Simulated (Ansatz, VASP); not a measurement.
Sc: VASP beside Ansatz

```
CELL_PARAMETERS angstrom
3.20556 0.00000 0.00000
-1.60278 2.77609 0.00000
0.00000 0.00000 10.23144
ATOMIC_POSITIONS crystal
Sc 0.00000 0.00000 0.00000
Sc 0.00000 0.00000 0.50000
Sc 0.33333 0.66667 0.25000
Sc 0.66667 0.33333 0.75000
```

Alike in both runs: task single point; functional PBE; k mesh 12 × 12 × 4; occupations fermi-dirac, width 0.1 eV; no spin polarisation.

|  | VASP | Ansatz |
| --- | --- | --- |
| version | VASP 6.6.1 | Ansatz 0.2.0 |
| potentials or method | VASP PAW PBE potentials, release 64 (Sc_sv), cutoff 520 eV | plane waves (420 eV) with PAW, scalar-relativistic |
| valence electrons in the cell | 44 | 44 |

Ansatz gave:

* pressure (GPa): 4.9
* traceless stress, the component that is largest in VASP (GPa): 0.06

**Question.** What did VASP give for the same quantities?

**Answer.** Pressure (GPa): 4.9; traceless stress, the component that is largest in VASP (GPa): 0.07.
